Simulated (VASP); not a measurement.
Write the native input for VASP 6.6.1 that does the following.

```yaml
Task: relaxation of cell and atoms
Functional: PBEsol
Potentials_or_basis: VASP PAW PBE potentials, release 64 (Co)
Cutoff: 600 eV
k_mesh: 12 × 12 × 7
Occupations: fermi-dirac, width 0.05 eV
Spin: collinear spin, ferromagnetic start
Starting_moments: "[2.0, 2.0] μB"
Target_pressure: 20 GPa
Dipole_correction: no
Further_INCAR_settings: ALGO = Normal; EDIFF = 1e-06; IBRION = 2; EDIFFG = -0.01; NSW = 60; ISIF = 3
```

The structure of Co lies in POSCAR:

```
Co
1.0
    2.4873648738      0.0000000000      0.0000000000
   -1.2436824369      2.1541211692      0.0000000000
    0.0000000000      0.0000000000      4.0632895034
Co
2
Direct
    0.3333333333      0.6666666667      0.7401390000
    0.6666666667      0.3333333333      0.2598610000
```

One way to write it, as run:

INCAR

```
ALGO = Normal
EDIFF = 1E-6
EDIFFG = -0.01
ENCUT = 600
GGA = PS
IBRION = 2
ISIF = 3
ISMEAR = -1
ISPIN = 2
LASPH = T
LCHARG = F
LMAXMIX = 4
LORBIT = 11
LREAL = F
LWAVE = F
MAGMOM = 2 2
NELM = 150
NSW = 60
PREC = Accurate
PSTRESS = 200.0
SIGMA = 0.05
```

KPOINTS

```
k-points
0
Gamma
  12 12 7
```

Potentials or basis: VASP PAW PBE potentials, release 64 (Co).

Launch:

```bash
$ cat potpaw_PBE.64/Co/POTCAR > POTCAR
$ mpirun -np 1 vasp_std > vasp.out
```

It gave:

```json
{"Relaxed volume": "9.63 Å³/atom", "Relaxed cell": "a = 2.397 Å, b = 2.397 Å, c = 3.870 Å, α = 90.00°, β = 90.00°, γ = 120.00°", "Space group after relaxing (to 0.1 Å)": "P6_3/mmc (No. 194)", "Energy change on relaxing (the run minimises the enthalpy)": "+10.1 meV/atom", "Ionic steps": "11", "Pressure after relaxing": "19.9 GPa", "Net moment": "2.98 μB per cell", "Site moments": "Co +1.48 μB", "Valence electrons inside the program's atomic spheres": "Co 8.53"}
```

Caveat: the cell is relaxed towards a set pressure, so the run minimises the enthalpy, not the energy; the PAW data sets were made with another functional, which shifts forces and pressure a little.

It took 5.8 min on 1 thread of Intel(R) Xeon(R) Platinum 8488C (Sapphire Rapids), on a shared host, peak memory 0.21 GiB.
